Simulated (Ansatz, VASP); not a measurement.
# One calculation of Ta, two programs

```
CELL_PARAMETERS angstrom
-1.65290 1.65290 1.65290
1.65290 -1.65290 1.65290
1.65290 1.65290 -1.65290
ATOMIC_POSITIONS crystal
Ta 0.00000 0.00000 0.00000
```

Alike in both runs: task relaxation of cell and atoms; functional BLYP; k mesh 13 × 13 × 13; occupations fermi-dirac, width 0.1 eV; no spin polarisation.

|  | VASP | Ansatz |
| --- | --- | --- |
| version | VASP 6.6.1 | Ansatz 0.2.0 |
| potentials or method | VASP PAW PBE potentials, release 64 (Ta_pv), cutoff 600 eV | plane waves (420 eV) with PAW, scalar-relativistic |
| valence electrons in the cell | 11 | 13 |

Ansatz gave:

```
relaxed volume (Å³/atom)                                     : 18.89
relaxed cell length with the largest relative difference (Å) : 2.906
```

Question: Estimate VASP's values.

Answer: Relaxed volume (Å³/atom): 18.99; relaxed cell length with the largest relative difference (Å): 2.911.

VASP's potentials were made for PBE, not for BLYP. VASP's potentials hold 11 valence electrons a cell and Ansatz's 13, so a difference there can come from the potentials and not from the codes.

Spin-orbit coupling is off throughout.
